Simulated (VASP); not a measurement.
# Ru in VASP: single point with LDA

Aim: the single point of Ru with LDA.

Program: VASP 6.6.1. These are calculated values, not measurements. Logs are shortened: lines on timing, memory, paths and dates and some standing lists are left out, and cuts for length are marked.

### 1 The cell of the first run

The cell holds a slab with vacuum, 6 atoms: a = 2.674 Å, b = 4.227 Å, c = 19.404 Å, α = 90.00°, β = 90.00°, γ = 90.00°.

### 2 Single point, LDA

Input file INCAR:

```
ALGO     = Normal         # electronic algorithm
DIPOL    = 0.5 0.5 0.498
EDIFF    = 1E-7           # SCF threshold, eV
ENCUT    = 520            # plane-wave cutoff, eV
IDIPOL   = 3            
ISIF     = 2              # what is computed and relaxed
ISMEAR   = 0              # smearing method
LASPH    = T              # aspherical terms in the spheres
LCHARG   = F              # write CHGCAR
LDIPOL   = T            
LREAL    = F              # projectors in reciprocal space
LWAVE    = F              # write WAVECAR
NBANDS   = 51             # bands
NELM     = 60             # most SCF steps
PREC     = Accurate       # precision mode
SIGMA    = 0.1            # smearing width, eV
```

Input file KPOINTS:

```
k-points
0
Gamma
  11 7 1
```

Input file POSCAR:

```
Ru
1.0
    2.6740588497      0.0000000000      0.0000000000
    0.0000000000      4.2267609849      0.0000000000
    0.0000000000      0.0000000000     19.4035400885
Ru
6
Direct
    0.0000000000      0.7500000000      0.3607589114
    0.5000000000      0.2500000000      0.4005420796
    0.5000000000      0.7500000000      0.4801084159
    0.0000000000      0.2500000000      0.5179246290
    0.0000000000      0.7500000000      0.5983515868
    0.5000000000      0.2500000000      0.6313916531
```

Potentials or basis: VASP PAW LDA potentials, release 64 (Ru_pv).

Launch:

```
cat potpaw_LDA.64/Ru_pv/POTCAR > POTCAR
mpirun -np 1 vasp_std > vasp.out
```

OUTCAR:

```text
EDIFF = 1E-7
   ENCUT = 520
   ISIF = 2
   ISMEAR = 0
   LASPH = T
   LREAL = F
   NELM = 60
   PREC = Accurate

 ion  position               nearest neighbor table
   1  0.000  0.750  0.361-   2 2.62   2 2.62   2 2.62   2 2.62   3 2.67   3 2.67
   2  0.500  0.250  0.401-   3 2.62   3 2.62   1 2.62   1 2.62   1 2.62   1 2.62   4 2.64   4 2.64

   3  0.500  0.750  0.480-   4 2.61   4 2.61   4 2.61   4 2.61   2 2.62   2 2.62   5 2.66   5 2.66
                             1 2.67   1 2.67
   4  0.000  0.250  0.518-   6 2.58   6 2.58   3 2.61   3 2.61   3 2.61   3 2.61   5 2.63   5 2.63
                             2 2.64   2 2.64
   5  0.000  0.750  0.598-   6 2.58   6 2.58   6 2.58   6 2.58   4 2.63   4 2.63   3 2.66   3 2.66

   6  0.500  0.250  0.631-   4 2.58   4 2.58   5 2.58   5 2.58   5 2.58   5 2.58

  LATTYP: Found a simple orthorhombic cell.
 ALAT       =     2.6740588497
 B/A-ratio  =     1.5806536888
 C/A-ratio  =     7.2562128132

  Lattice vectors:

 A1 = (   2.6740588497,   0.0000000000,   0.0000000000)
 A2 = (   0.0000000000,   4.2267609849,   0.0000000000)
 A3 = (   0.0000000000,   0.0000000000,  19.4035400885)

Analysis of symmetry for initial positions (statically):
=====================================================================
 Subroutine PRICEL returns:
 Original cell was already a primitive cell.

 Routine SETGRP: Setting up the symmetry group for a
 simple orthorhombic supercell.

 Subroutine GETGRP returns: Found  4 space group operations
 (whereof  2 operations were pure point group operations)
 out of a pool of  8 trial point group operations.

The static configuration has the point symmetry C_1h.
 The point group associated with its full space group is C_2v.

Analysis of symmetry for dynamics (positions and initial velocities):
=====================================================================
 Subroutine PRICEL returns:
 Original cell was already a primitive cell.

 Routine SETGRP: Setting up the symmetry group for a
 simple orthorhombic supercell.

 Subroutine GETGRP returns: Found  4 space group operations
 (whereof  2 operations were pure point group operations)
 out of a pool of  8 trial point group operations.

The dynamic configuration has the point symmetry C_1h.
 The point group associated with its full space group is C_2v.

 Subroutine INISYM returns: Found  4 space group operations
 (whereof  2 operations are pure point group operations),
 and found     1 'primitive' translations

----------------------------------------------------------------------------------------

                                     Primitive cell

  volume of cell :     219.3106

  direct lattice vectors                    reciprocal lattice vectors
     2.674058850  0.000000000  0.000000000     0.373963348  0.000000000  0.000000000
     0.000000000  4.226760985  0.000000000     0.000000000  0.236587780  0.000000000
     0.000000000  0.000000000 19.403540089     0.000000000  0.000000000  0.051536987

  length of vectors
     2.674058850  4.226760985 19.403540089     0.373963348  0.236587780  0.051536987

  position of ions in fractional coordinates (direct lattice)
     0.000000000  0.750000000  0.360758911
     0.500000000  0.250000000  0.400542080
     0.500000000  0.750000000  0.480108416
     0.000000000  0.250000000  0.517924629
     0.000000000  0.750000000  0.598351587
     0.500000000  0.250000000  0.631391653

  ion indices of the primitive-cell ions
   primitive index   ion index
                 1           1
                 2           2
                 3           3
                 4           4
                 5           5
                 6           6

----------------------------------------------------------------------------------------

 KPOINTS: k-points

Automatic generation of k-mesh.
 Grid dimensions read from file:
 generate k-points for:   11    7    1

 Generating k-lattice:

  Cartesian coordinates                     Fractional coordinates (reciprocal lattice)
     0.033996668  0.000000000  0.000000000     0.090909091  0.000000000  0.000000000
     0.000000000  0.033798254  0.000000000     0.000000000  0.142857143  0.000000000
     0.000000000  0.000000000  0.051536987     0.000000000  0.000000000  1.000000000

  Length of vectors
     0.033996668  0.033798254  0.051536987

  Shift w.r.t. Gamma in fractional coordinates (k-lattice)
     0.000000000  0.000000000  0.000000000

 Subroutine IBZKPT returns following result:
 ===========================================

 Found     24 irreducible k-points:

 Following reciprocal coordinates:
            Coordinates               Weight
  0.000000  0.000000  0.000000      1.000000
  0.090909  0.000000  0.000000      2.000000
  0.181818  0.000000  0.000000      2.000000
  0.272727  0.000000  0.000000      2.000000
  0.363636  0.000000  0.000000      2.000000
  0.454545  0.000000  0.000000      2.000000
[... 16 lines left out ...]
  0.363636  0.428571  0.000000      4.000000
  0.454545  0.428571  0.000000      4.000000
   k-points           NKPTS =     24   k-points in BZ     NKDIM =     24   number of bands    NBANDS=     51
   number of dos      NEDOS =    301   number of ions     NIONS =      6
   total plane-waves  NPLWV =  92160
   dimension x,y,z NGX =    20 NGY =   32 NGZ =  144
   dimension x,y,z NGXF=    40 NGYF=   64 NGZF=  288
   ions per type =               6
   NGX,Y,Z   is equivalent  to a cutoff of  12.43, 12.59, 12.34 a.u.
   NGXF,Y,Z  is equivalent  to a cutoff of  24.87, 25.17, 24.68 a.u.
 SYSTEM =  unknown system
   PREC   = accura    normal or accurate (medium, high low for compatibility)
   ISTART =      0    job   : 0-new  1-cont  2-samecut
   ICHARG =      2    charge: 1-file 2-atom 10-const
   ISPIN  =      1    spin polarized calculation?
   LNONCOLLINEAR =      F non collinear calculations
   LSORBIT =      F    spin-orbit coupling
   LASPH  =      T    aspherical Exc in radial PAW
   ENCUT  =  520.0 eV  38.22 Ry    6.18 a.u.   4.97  7.86 36.08*2*pi/ulx,y,z
   NELM   =     60;   NELMIN=  2; NELMDL= -5     # of ELM steps
   EDIFF  = 0.1E-06   stopping-criterion for ELM
   LREAL  =      F    real-space projection
   EDIFFG = 0.1E-05   stopping-criterion for IOM
   NSW    =      0    number of steps for IOM
   IBRION =     -1    ionic relax: 0-MD 1-quasi-New 2-CG
   NFREE  =      0    steps in history (QN), initial steepest desc. (CG)
   ISIF   =      2    stress and relaxation
   ISYM   =      2    0-nonsym 1-usesym 2-fastsym
   POTIM  = 0.5000    time-step for ionic-motion
   TEBEG  =    0.0;   TEEND  =   0.0 temperature during run
   PSTRESS=    0.0 pullay stress
   NELECT =      84.0000    total number of electrons
   NUPDOWN=      -1.0000    fix difference up-down
   EMIN   =  10.00;   EMAX   =-10.00  energy-range for DOS
   EFERMI =   0.00;   METHOD = LEGACY
   ISMEAR =     0;   SIGMA  =   0.10  broadening in eV -4-tet -1-fermi 0-gaus
   EFERMI_NEDOS =   21; number of points for ismear=-14 and -15
   IALGO  =     38    algorithm
   IMIX   =      4    mixing-type and parameters
     AMIX     =   0.40;   BMIX     =  1.00
     AMIX_MAG =   1.60;   BMIX_MAG =  1.00
  volume/ion in A,a.u.               =      36.55       246.66
  Fermi-wavevector in a.u.,A,eV,Ry     =   1.188907  2.246709 19.231848  1.413501
  Thomas-Fermi vector in A             =   2.325027
   LORBIT       =      0    0 simple, 1 ext, 2 COOP (PROOUT), +10 PAW based schemes
   GGA     = CA    functional components
   LHFCALC =     F    Hartree Fock is set to
   AEXX    =    0.0000 exact exchange contribution
   IVDW    =     0    specifies the selected vdW correction
   LEPSILON=     F    determine dielectric tensor
   LRPA    =     F    only Hartree local field effects (RPA)
 non-spin polarized calculation
 Gauss-broadening in eV      SIGMA  =   0.10
  energy-cutoff  :      520.00
  volume of cell :      219.31
 maximum number of plane-waves:      5950
 NGX is ok and might be reduce to    20
   NGX =  9   NGY = 15   NGZ = 73

 dipolmoment           0.000000      0.000000     -0.001559 electrons x Angstroem

 number of electron      83.9999996 magnetization

 dipolmoment           0.000000      0.000000      0.004807 electrons x Angstroem

 Free energy of the ion-electron system (eV)
  ---------------------------------------------------
  ext. energy  EPLUGINS =         0.00000000
  ---------------------------------------------------
  free energy    TOTEN  =       -59.11813529 eV

  energy without entropy =      -59.07137365  energy(sigma->0) =      -59.09475447

 E-fermi :   1.5451     XC(G=0):  -6.3305

 val. band max:        1.5374801714   @ k =   0.2727   0.2857   0.0000
 cond. band min:       1.5471911646   @ k =   0.4545   0.0000   0.0000
 fundamental gap:      0.0097109932
 Fermi energy:         1.5450676699

 k-point     1 :       0.0000    0.0000    0.0000
  band No.  band energies     occupation
      1     -42.0965      2.00000
      2     -41.8107      2.00000
      3     -41.6837      2.00000
      4     -41.5958      2.00000
      5     -41.5159      2.00000
      6     -41.3641      2.00000
[... 43 lines left out ...]
     50       3.5859      0.00000
     51       3.6868      0.00000

 k-point     2 :       0.0909    0.0000    0.0000
  band No.  band energies     occupation
      1     -42.0730      2.00000
      2     -41.7983      2.00000
      3     -41.6641      2.00000
      4     -41.5892      2.00000
      5     -41.4959      2.00000
      6     -41.4164      2.00000
[... 43 lines left out ...]
     50       3.4455      0.00000
     51       3.5819      0.00000

 k-point     3 :       0.1818    0.0000    0.0000
  band No.  band energies     occupation
      1     -42.0055      2.00000
      2     -41.7695      2.00000
      3     -41.6105      2.00000
      4     -41.5882      2.00000
      5     -41.5297      2.00000
      6     -41.4383      2.00000
[... 1123 lines left out ...]
     50       3.7999      0.00000
     51       5.0594      0.00000

 k-point    24 :       0.4545    0.4286    0.0000
  band No.  band energies     occupation
      1     -42.0778      2.00000
      2     -42.0230      2.00000
      3     -41.8581      2.00000
      4     -41.7550      2.00000
      5     -41.6024      2.00000
      6     -41.5896      2.00000
[... 43 lines left out ...]
     50       4.7804      0.00000
     51       5.3551      0.00000

------------------------ aborting loop because EDIFF is reached ----------------------------------------

 vacuum level on the upper side and lower side of the slab       (xc-potential included)        -0.057        -0.131

  FORCE on cell =-STRESS in cart. coord.  units (eV):
  Direction    XX          YY          ZZ          XY          YZ          ZX
  --------------------------------------------------------------------------------------
  -------------------------------------------------------------------------------------
  Total       -5.1046599     -4.3728903     -1.2734067      0.0000000      0.0000000      0.0000000
  in kB      -37.2921801    -31.9462247     -9.3028947      0.0000000      0.0000000      0.0000000
  external PRESSURE =     -26.1804332 kB  Pullay stress =       0.0000000 kB

 VOLUME and BASIS-vectors are now :
 -----------------------------------------------------------------------------
  energy-cutoff  :      520.00
  volume of cell :      219.31
      direct lattice vectors                 reciprocal lattice vectors
     2.674058850  0.000000000  0.000000000     0.373963348  0.000000000  0.000000000
     0.000000000  4.226760985  0.000000000     0.000000000  0.236587780  0.000000000
     0.000000000  0.000000000 19.403540089     0.000000000  0.000000000  0.051536987

 POSITION                                       TOTAL-FORCE (eV/Angst)
 -----------------------------------------------------------------------------------
      0.00000      3.17007      7.00000         0.000000      0.000000      1.165845
      1.33703      1.05669      7.77193         0.000000      0.000000     -0.809217
      1.33703      3.17007      9.31580         0.000000      0.000000     -0.446055
      0.00000      1.05669     10.04957         0.000000      0.000000     -0.004295
      0.00000      3.17007     11.61014         0.000000      0.000000      0.031639
      1.33703      1.05669     12.25123         0.000000      0.000000      0.062084
 -----------------------------------------------------------------------------------
    total drift:                               -0.000000     -0.000000     -0.001766

  FREE ENERGIE OF THE ION-ELECTRON SYSTEM (eV)
  ---------------------------------------------------
  free  energy   TOTEN  =       -59.1181352925 eV

  energy  without entropy=      -59.0713736488  energy(sigma->0) =      -59.09475447

 vacuum level on the upper side and lower side of the slab         6.661         6.584
```

Run time: 11 min. Hardware: 1 thread of AMD EPYC 7R43 (Zen 3), shared host; peak memory 0.31 GiB.

Results:

```
Free energy            : -59.1181 eV
Largest force          : 1.166 eV/Å
Band gap on the k mesh : zero (bands 42 and 43 overlap by 1.01 eV)
```

Forces on the atoms (eV/Å):
```
Ru   0.000  0.000  1.166
Ru   0.000  0.000 -0.809
Ru   0.000  0.000 -0.446
Ru   0.000  0.000 -0.004
Ru   0.000  0.000  0.032
Ru   0.000  0.000  0.062
```

Levels at points of the mesh, in eV from the Fermi level:
| k point | band 39 | band 40 | band 41 | band 42 | band 43 | band 44 | band 45 | band 46 |
| --- | --- | --- | --- | --- | --- | --- | --- | --- |
| (0.00, 0.00, 0.00) | -1.48 | -1.30 | -0.97 | -0.85 | -0.48 | -0.44 | 0.01 | 0.03 |
